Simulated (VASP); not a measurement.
**SiNi: single point with PBE**

The system is SiNi.

```
Si Ni
1.0
     5.15409    0.00000    0.00000
     0.00000    3.37549    0.00000
     0.00000    0.00000    5.61971
Si Ni
4 4
Direct
  0.32125 0.75000 0.08408
  0.17875 0.25000 0.58408
  0.82125 0.75000 0.41592
  0.67875 0.25000 0.91592
  0.00822 0.25000 0.20183
  0.49178 0.75000 0.70183
  0.50822 0.25000 0.32486
  0.99178 0.75000 0.82486
```

This cell differs from its parent crystal: all Ni atoms moved +0.075 Å, as atom 5 along Cartesian [0 0 1].

```json
{
 "Program": "VASP 6.6.1",
 "Task": "single point",
 "Functional": "PBE",
 "Potentials or basis": "VASP PAW PBE potentials, release 64 (Si, Ni)",
 "Cutoff": "520 eV",
 "k mesh": "8 × 12 × 8",
 "Occupations": "gaussian, width 0.15 eV",
 "Spin": "no spin polarisation",
 "Dipole correction": "no",
 "Further INCAR settings": "ALGO = Normal; EDIFF = 1e-07; NBANDS = 38"
}
```

```
Pressure               : 0.5 GPa
Largest force          : 0.665 eV/Å
Band gap on the k mesh : zero (bands 28 and 29 overlap by 1.80 eV)
```

Forces on the atoms (eV/Å):
```
Si   0.219  0.000  0.628
Si  -0.219  0.000  0.628
Si  -0.251  0.000  0.511
Si   0.251  0.000  0.511
Ni  -0.040  0.000 -0.600
Ni   0.040  0.000 -0.600
Ni   0.115  0.000 -0.539
Ni  -0.115  0.000 -0.539
```

Stress tensor (GPa, compression positive):
```
0.64 0.00 0.00
0.00 0.30 0.00
0.00 0.00 0.50
```

Levels at points of the mesh, in eV from the Fermi level:
```
           k point  band 26  band 27  band 28  band 29  band 30  band 31
(0.00, 0.00, 0.00)    -1.15    -1.12    -0.94     0.61     1.22     3.27
(0.50, 0.00, 0.00)    -1.83     1.02     1.02     1.03     1.12     3.57
(0.00, 0.50, 0.00)    -1.86    -1.39    -1.39    -0.62    -0.62     1.96
(0.50, 0.50, 0.00)    -1.73    -1.63    -1.63     0.41     0.41     0.45
(0.00, 0.00, 0.50)    -1.42    -0.26    -0.26     0.91     0.91     3.19
(0.50, 0.00, 0.50)    -1.03     0.75     0.75     2.26     2.26     2.76
(0.00, 0.50, 0.50)    -1.92    -1.68    -1.68     0.15     0.15     1.25
(0.50, 0.50, 0.50)    -1.92    -1.83    -1.83     2.47     2.47     2.52
```

It took 11 min on 1 thread of Intel(R) Xeon(R) Platinum 8259CL CPU @ 2.50GHz (Skylake/Cascade Lake), on a shared host, peak memory 0.56 GiB.

Caveat: the cell differs from its parent crystal (all Ni atoms moved +0.075 Å, as atom 5 along Cartesian [0 0 1]). Spin polarisation is off, so any magnetic state and its effect on volume and gap are missing.
